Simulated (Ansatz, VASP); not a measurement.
## Two plane-wave programs on CoSi2

Contents of POSCAR:

```
CoSi2
1.0
    0.0000000000      2.6215479285      2.6215479285
    2.6215479285      0.0000000000      2.6215479285
    2.6215479285      2.6215479285      0.0000000000
Co Si
1 2
Direct
    0.0000000000      0.0000000000      0.0000000000
    0.2500000000      0.2500000000      0.2500000000
    0.7500000000      0.7500000000      0.7500000000
```

INCAR.step1

```
SYSTEM = CoSi2
ALGO = Normal
EDIFF = 1E-4
ENCUT = 520
GGA = PE
ISMEAR = 0
ISPIN = 2
LASPH = .TRUE.
LCHARG = .FALSE.
LMAXMIX = 4
LREAL = .FALSE.
LWAVE = .TRUE.
MAGMOM = 0.05 0 0
NBANDS = 20
NELM = 150
PREC = Accurate
SIGMA = 0.05
```

The input INCAR.step2:

```
SYSTEM = CoSi2
ALGO = Normal
EDIFF = 1E-7
ENCUT = 520
ISIF = 2
ISMEAR = 0
ISPIN = 2
ISTART = 1
LASPH = .TRUE.
LCHARG = .TRUE.
LELF = .TRUE.
LMAXMIX = 4
LMIXTAU = .TRUE.
LORBIT = 11
LREAL = .FALSE.
LVHAR = .TRUE.
LWAVE = .FALSE.
MAGMOM = 0.05 0 0
METAGGA = R2SCAN
NBANDS = 20
NELM = 150
PREC = Accurate
SIGMA = 0.05
```

The input KPOINTS:

```
k-points
0
G
  8 8 8
  0 0 0
```

Input for Ansatz:

```yaml
crystal:
  lattice:
    - [0.0, 2.6215479285, 2.6215479285]
    - [2.6215479285, 0.0, 2.6215479285]
    - [2.6215479285, 2.6215479285, 0.0]
  atoms:
    - { symbol: Co, position: [0.0, 0.0, 0.0], spin: 0.05 }
    - { symbol: Si, position: [0.25, 0.25, 0.25] }
    - { symbol: Si, position: [0.75, 0.75, 0.75] }
basis:
  ecutwfc: 500
  ecutrho_ratio: 4
kpoints:
  mp_grid: { grid: [8, 8, 8] }
hamiltonian:
  xc: r2scan
scf:
  occupations: { method: gaussian, width: 0.05 }
output:
  forces: true
  stress: true
  eigenvalues: true
  populations: true
magnetization:
  spin_polarized: true
```

Alike in both runs: task single point; functional r2SCAN; k mesh 8 × 8 × 8; occupations gaussian, width 0.05 eV; collinear spin.

```csv
,VASP,Ansatz
version,VASP 6.6.1,Ansatz 0.2.0
potentials or method,"VASP PAW PBE potentials, release 64 (Co, Si), cutoff 520 eV","scalar-relativistic, plane waves, PAW"
valence electrons in the cell,17,25
```

VASP gave:

```
gap on the k mesh at the Fermi level (eV) : none
pressure (GPa)                            : 8.7
net moment per atom (μB)                  : 0.00
```

Which values does Ansatz return?

gap on the k mesh at the Fermi level (eV): none; pressure (GPa): 8.8; net moment per atom (μB): 0.00.

VASP's potentials were made for PBE, not for r2SCAN. A gap of «none» marks a metal or a gap that the smearing closes. With one functional, cell and mesh, what is left measures potentials, basis and numerics. VASP's potentials hold 17 valence electrons a cell and Ansatz's 25, so a difference there can come from the potentials and not from the codes. Ansatz's warnings: seeded moment not kept, stability check not made.
